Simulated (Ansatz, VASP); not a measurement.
## InAs in VASP and in Ansatz

The input INCAR:

```
PREC = Accurate
ENCUT = 520
EDIFF = 1E-7
ISMEAR = 0
SIGMA = 0.15
LREAL = F
LASPH = T
NELM = 60
ALGO = Normal
ISIF = 2
LWAVE = F
LCHARG = T
GGA = PE
LELF = T
LVHAR = T
NBANDS = 16
```

KPOINTS

```
Automatic mesh
0
Gamma
  16 16 16
```

POSCAR

```
InAs
1.0
    0.0000000000      3.0005782682      3.1861810476
    3.0005782682      0.0000000000      3.1861810476
    3.0005782682      3.0005782682      0.0000000000
In As
1 1
Direct
    0.0000000000      0.0000000000      0.0000000000
    0.7500000000      0.7500000000      0.7500000000
```

Input for Ansatz:

```yaml
crystal:
  lattice:
    - [0.0, 3.0005782682, 3.1861810476]
    - [3.0005782682, 0.0, 3.1861810476]
    - [3.0005782682, 3.0005782682, 0.0]
  atoms:
    - { symbol: In, position: [0.0, 0.0, 0.0] }
    - { symbol: As, position: [0.75, 0.75, 0.75] }
basis:
  ecutwfc: 420
kpoints:
  mp_grid: { grid: [16, 16, 16] }
hamiltonian:
  xc: pbe
scf:
  occupations: { method: gaussian, width: 0.15 }
output:
  forces: true
  stress: true
  eigenvalues: true
```

Change from the starting cell: strain -0.030 along x and y, +0.030 along z, atoms carried along.

Alike in both runs: task single point; functional PBE; k mesh 16 × 16 × 16; occupations gaussian, width 0.15 eV; no spin polarisation.

|  | VASP | Ansatz |
| --- | --- | --- |
| version | VASP 6.6.1 | Ansatz 0.2.0 |
| potentials or method | VASP PAW PBE potentials, release 64 (In_d, As), cutoff 520 eV | scalar-relativistic, plane waves, PAW |
| valence electrons in the cell | 18 | 28 |

|  | VASP | Ansatz | Ansatz less VASP |
| --- | --- | --- | --- |
| gap on the k mesh at the Fermi level (eV) | none | none | - |
| pressure (GPa) | 1.6 | 1.6 | -0.06 |
| traceless stress, the component that is largest in VASP (GPa) | -1.48 | -1.49 | -0.003 |

A gap of «none» marks a metal or a gap that the smearing closes. VASP's potentials hold 18 valence electrons a cell and Ansatz's 28, so a difference there can come from the potentials and not from the codes.
